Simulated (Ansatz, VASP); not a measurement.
Cu2O: VASP beside Ansatz

Contents of INCAR:

```
SYSTEM = Cu2O
ALGO = Normal
EDIFF = 1E-6
ENCUT = 600
GGA = PE
GGA_COMPAT = .False.
ISIF = 2
ISMEAR = 0
LASPH = .True.
LCHARG = .False.
LREAL = .False.
LWAVE = .False.
NBANDS = 37
NELM = 120
PREC = Accurate
SIGMA = 0.02
```

The input KPOINTS:

```
k-points
0
Gamma
  8 8 8
  0 0 0
```

File POSCAR:

```
Cu2O
1.0
    4.2982410474      0.0000000000      0.0000000000
    0.0000000000      4.2982410474      0.0000000000
    0.0000000000      0.0000000000      4.3842058684
Cu O
4 2
Direct
    0.2500000000      0.2500000000      0.2500000000
    0.2500000000      0.7500000000      0.7500000000
    0.7500000000      0.7500000000      0.2500000000
    0.7500000000      0.2500000000      0.7500000000
    0.0000000000      0.0000000000      0.0000000000
    0.5000000000      0.5000000000      0.5000000000
```

Input for Ansatz:

```yaml
crystal:
  lattice:
    - [4.2982410474, 0.0, 0.0]
    - [0.0, 4.2982410474, 0.0]
    - [0.0, 0.0, 4.3842058684]
  atoms:
    - { symbol: Cu, position: [0.25, 0.25, 0.25] }
    - { symbol: Cu, position: [0.25, 0.75, 0.75] }
    - { symbol: Cu, position: [0.75, 0.75, 0.25] }
    - { symbol: Cu, position: [0.75, 0.25, 0.75] }
    - { symbol: O, position: [0.0, 0.0, 0.0] }
    - { symbol: O, position: [0.5, 0.5, 0.5] }
basis:
  ecutwfc: 420
kpoints:
  mp_grid: { grid: [8, 8, 8] }
hamiltonian:
  xc: pbe
scf:
  occupations: { method: gaussian, width: 0.02 }
output:
  forces: true
  stress: true
  eigenvalues: true
```

Change from the starting cell: strain along c alone, the other axes held, atoms relaxed: +2.0 %.

Alike in both runs: task single point; functional PBE; k mesh 8 × 8 × 8; occupations gaussian, width 0.02 eV; no spin polarisation.

|  | VASP | Ansatz |
| --- | --- | --- |
| version | VASP 6.6.1 | Ansatz 0.2.0 |
| potentials or method | VASP PAW PBE potentials, release 64 (Cu, O), cutoff 600 eV | scalar-relativistic, plane waves, PAW |
| valence electrons in the cell | 56 | 88 |

|  | VASP | Ansatz | Ansatz less VASP |
| --- | --- | --- | --- |
| gap on the k mesh at the Fermi level (eV) | 0.42 | 0.42 | -0.004 |
| least direct gap on the mesh (eV) | 0.42 | 0.42 | -0.004 |
| pressure (GPa) | -1.5 | -2.1 | -0.58 |
| traceless stress, the component that is largest in VASP (GPa) | -0.26 | -0.28 | -0.026 |

VASP's potentials hold 56 valence electrons a cell and Ansatz's 88, so a difference there can come from the potentials and not from the codes.
